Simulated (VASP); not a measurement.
**CuI: single point with r2SCAN**

Crystal: CuI.

```
Cu I
1.0
     0.00000    3.29326    2.56874
     3.29326    0.00000    2.56874
     3.29326    3.29326    0.00000
Cu I
1 1
Cartesian
  4.9399 4.9399 3.8531
  0.0000 0.0000 0.0000
```

This cell differs from its parent crystal: ratio of the length along z to the lengths across it x 0.78, volume and fractional coordinates fixed.

```
Program             : VASP 6.6.1
Task                : single point
Functional          : r2SCAN
Potentials or basis : VASP PAW PBE potentials, release 64 (Cu, I)
Cutoff              : 520 eV
k mesh              : 8 × 8 × 8
Occupations         : gaussian, width 0.05 eV
Spin                : no spin polarisation
```

```json
{
 "Pressure": "-1.5 GPa",
 "Band gap on the k mesh": "1.51 eV, direct"
}
```

Stress tensor (GPa, compression positive):
```
-2.51  0.00  0.00
 0.00 -2.51  0.00
 0.00  0.00  0.55
```

Levels at points of the mesh, in eV from the valence-band top:
| k point | band 7 | band 8 | band 9 | band 10 | band 11 | band 12 |
| --- | --- | --- | --- | --- | --- | --- |
| (0.00, 0.00, 0.00) | -0.22 | -0.22 | 0.00 | 1.51 | 5.58 | 5.58 |
| (0.50, 0.00, 0.00) | -1.65 | -0.86 | -0.55 | 2.17 | 5.03 | 7.18 |
| (0.50, 0.50, 0.00) | -1.51 | -1.46 | -1.46 | 1.98 | 2.57 | 10.25 |
| (0.50, 0.00, 0.50) | -1.58 | -1.56 | -1.04 | 3.41 | 4.07 | 8.63 |

Run time: 2.2 min on 1 thread of Intel(R) Xeon(R) Platinum 8559C (Emerald Rapids) (shared host), peak memory 0.22 GiB.

Caveat: the PAW data sets were made with another functional, which shifts forces and pressure a little; spin-orbit coupling is left out, which moves the levels of the heavy elements. A k mesh can miss the band edges.
